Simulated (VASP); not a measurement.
Input of a VASP 6.6.1 run:

INCAR

```
  PREC = Accurate
  ENCUT = 520
  EDIFF = 1E-6
  ISMEAR = 0
  SIGMA = 0.1
  LREAL = False
  LASPH = True
  NELM = 100
  ALGO = Normal
  ISIF = 2
  LWAVE = False
  LCHARG = False
  GGA = PE
  NBANDS = 20
```

File KPOINTS:

```
Automatic mesh
0
Gamma
  6 6 6
```

Contents of POSCAR:

```
Se3Br
1.0
   -1.9012420000      1.9012420000      8.4819000000
    1.9012420000     -1.9012420000      8.4819000000
    1.9012420000      1.9012420000     -8.4819000000
Se Br
3 1
Direct
    0.2500000000      0.7500000000      0.5000000000
    0.7500000000      0.2500000000      0.5000000000
    0.5000000000      0.5000000000      0.0000000000
    0.0000000000      0.0000000000      0.0000000000
```

Potentials or basis: VASP PAW PBE potentials, release 64 (Se, Br).

The run is started by

```console
$ cat potpaw_PBE.64/Se/POTCAR potpaw_PBE.64/Br/POTCAR > POTCAR
$ mpirun -np 1 vasp_std > vasp.out
```

(1) Estimate the pressure.

Answers

(1) 0.3 GPa.

Caveat: the k points lie up to 0.39 Å⁻¹ apart; an odd number of electrons without spin polarisation forces a metal; a magnetic or distorted state may lie lower.
